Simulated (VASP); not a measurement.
**Ga3PN2: single point with PBE**

The system is Ga3PN2.

```xyz
6
Lattice="5.6203 0.0000 0.0000 -2.8101 4.8673 0.0000 0.0000 0.0000 2.8560" Properties=species:S:1:pos:R:3 pbc="T T T"
Ga    2.8101    0.0000    1.4280
Ga   -1.4051    2.4336    1.4280
Ga    1.4051    2.4336    1.4280
P     0.0000    0.0000    0.0000
N     0.0000    3.2449    0.0000
N     2.8101    1.6224    0.0000
```

The cell was built from a structure type or drawn by symmetry, and may not be a known phase.

```json
{
  "Program": "VASP 6.6.1",
  "Task": "single point",
  "Functional": "PBE",
  "Potentials or basis": "VASP PAW PBE potentials, release 64 (Ga_d, P, N)",
  "Cutoff": "520 eV",
  "k mesh": "6 × 6 × 4",
  "Occupations": "gaussian, width 0.1 eV",
  "Spin": "collinear spin, ferromagnetic start",
  "Starting moments": "[0.0, 0.0, 0.0, 0.0, 1.0, 1.0] μB"
}
```

```yaml
Pressure: 0.4 GPa
Band_gap_on_the_k_mesh: zero (filled and empty bands overlap)
Net_moment: 0.00 μB per cell
Valence_electrons_inside_the_program's_atomic_spheres: Ga 11.53; P 2.37; N 3.64
```

Stress tensor (GPa, compression positive):
```
0.32 0.00 0.00
0.00 0.32 0.00
0.00 0.00 0.43
```

Levels at points of the mesh, in eV from the Fermi level:
Spin up:
```tsv
k point	band 24	band 25	band 26	band 27	band 28	band 29	band 30	band 31
(0.00, 0.00, 0.00)	-1.71	-1.57	-1.57	-1.44	3.73	3.73	4.10	4.24
(0.50, 0.00, 0.00)	-2.28	-2.14	-1.95	-0.11	1.94	2.86	3.19	3.39
(0.00, 0.00, 0.50)	-2.88	-2.88	-1.58	-1.58	-0.21	-0.21	0.52	0.52
(0.50, 0.00, 0.50)	-3.59	-2.61	-2.20	-0.07	0.38	0.48	0.79	3.85
```
Spin down:
```csv
k point,band 24,band 25,band 26,band 27,band 28,band 29,band 30,band 31
"(0.00, 0.00, 0.00)",-1.71,-1.57,-1.57,-1.44,3.73,3.73,4.10,4.24
"(0.50, 0.00, 0.00)",-2.28,-2.14,-1.95,-0.11,1.94,2.86,3.19,3.39
"(0.00, 0.00, 0.50)",-2.88,-2.88,-1.58,-1.58,-0.21,-0.21,0.52,0.52
"(0.50, 0.00, 0.50)",-3.59,-2.61,-2.20,-0.07,0.38,0.48,0.79,3.85
```

It took 2.3 min on 1 thread of Intel(R) Xeon(R) Platinum 8259CL CPU @ 2.50GHz (Skylake/Cascade Lake), on a shared host, peak memory 0.28 GiB.

Caveat: the k points lie up to 0.55 Å⁻¹ apart, too coarse for converged energies and pressures of a metal.
